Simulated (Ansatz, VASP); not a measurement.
Two plane-wave programs on TaN

```
Ta N
1.0
     5.19600    0.00000    0.00000
    -2.59800    4.49987    0.00000
     0.00000    0.00000    2.91100
Ta N
3 3
Cartesian
  0.0000 2.9999 1.4555
  2.5980 1.5000 1.4555
  0.0000 0.0000 0.0000
  2.0412 0.0000 0.0000
  1.5774 2.7321 0.0000
  -1.0206 1.7678 0.0000
```

Alike in both runs: task single point; functional LDA; k mesh 4 × 4 × 6; occupations gaussian, width 0.05 eV; collinear spin; Hubbard terms Ta d U = 2.0 eV.

```csv
,VASP,Ansatz
version,VASP 6.6.1,Ansatz 0.2.0
potentials or method,"VASP PAW LDA potentials, release 64 (Ta_sv_GW, N), cutoff 700 eV","scalar-relativistic, plane waves, PAW"
valence electrons in the cell,54,54
```

Ansatz gave:

| Item | Value |
| --- | --- |
| gap on the k mesh at the Fermi level (eV) | none |
| pressure (GPa) | -8.2 |
| traceless stress, the component that is largest in VASP (GPa) | -1.29 |
| rms of the force components (eV/Å) | 0.020 |

Problem. What did VASP give for the same quantities?

Solution. gap on the k mesh at the Fermi level (eV): none; pressure (GPa): -2.9; traceless stress, the component that is largest in VASP (GPa): -0.68; rms of the force components (eV/Å): 0.039.

LDA's correlation is that of Perdew and Zunger in VASP and of Perdew and Wang (1992) in Ansatz. The programs project onto different local orbitals, so the same U acts differently, and such runs can settle in different states. Atom by atom the forces differ by 0.059 eV/Å (rms over components). A gap of «none» marks a metal or a gap that the smearing closes. Ansatz's warnings: filled band counts differ across k points, seeded moment not kept, specified occupation not kept, symmetry narrowed by occupation matrices.

Neither program's run includes spin-orbit coupling.
